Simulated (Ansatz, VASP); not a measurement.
# BN: VASP beside Ansatz

File INCAR:

```
PREC = Accurate
ENCUT = 520
EDIFF = 1E-6
ISMEAR = 0
SIGMA = 0.01
LREAL = F
LASPH = T
NELM = 60
ALGO = Normal
ISIF = 2
LWAVE = F
LCHARG = F
GGA = PS
NBANDS = 16
```

File KPOINTS:

```
regular mesh
0
Gamma
  12 12 4
```

POSCAR

```
BN
1.0
    2.4982400000      0.0000000000      0.0000000000
   -1.2491200000      2.1635390000      0.0000000000
    0.0000000000      0.0000000000      6.6357000000
B N
2 2
Direct
    0.3333333333      0.6666666667      0.2500000000
    0.6666666667      0.3333333333      0.7500000000
    0.3333333333      0.6666666667      0.7500000000
    0.6666666667      0.3333333333      0.2500000000
```

Input for Ansatz:

```yaml
crystal:
  lattice:
    - [2.49824, 0.0, 0.0]
    - [-1.24912, 2.163539, 0.0]
    - [0.0, 0.0, 6.6357]
  atoms:
    - { symbol: B, position: [0.3333333333333333, 0.6666666666666666, 0.25] }
    - { symbol: B, position: [0.6666666666666666, 0.3333333333333333, 0.75] }
    - { symbol: "N", position: [0.3333333333333333, 0.6666666666666666, 0.75] }
    - { symbol: "N", position: [0.6666666666666666, 0.3333333333333333, 0.25] }
basis:
  ecutwfc: 420.0
kpoints:
  mp_grid:
    grid: [12, 12, 4]
  band_path:
    path:
      - [0.0, 0.0, 0.0]
      - [0.5, 0.0, 0.0]
      - [0.33333, 0.33333, 0.0]
      - [0.0, 0.0, 0.0]
      - [0.0, 0.0, 0.5]
    npoints: 10
hamiltonian:
  xc: pbesol
  pseudopotentials:
    kind: paw
scf:
  n_extra_bands: 6
  occupations:
    method: fixed
```

Alike in both runs: task single point; functional PBEsol; k mesh 12 × 12 × 4; no spin polarisation.

```csv
,VASP,Ansatz
version,VASP 6.6.1,Ansatz 0.2.0
potentials or method,"VASP PAW PBE potentials, release 64 (B, N), cutoff 520 eV","plane waves, PAW"
occupations,"gaussian, width 0.01 eV",fixed
valence electrons in the cell,16,16
```

VASP gave:

* gap on the k mesh at the Fermi level (eV): 4.18

Question: Which values does Ansatz return?

Answer: gap on the k mesh at the Fermi level (eV): 4.19.

VASP's potentials were made for PBE, not for PBEsol.
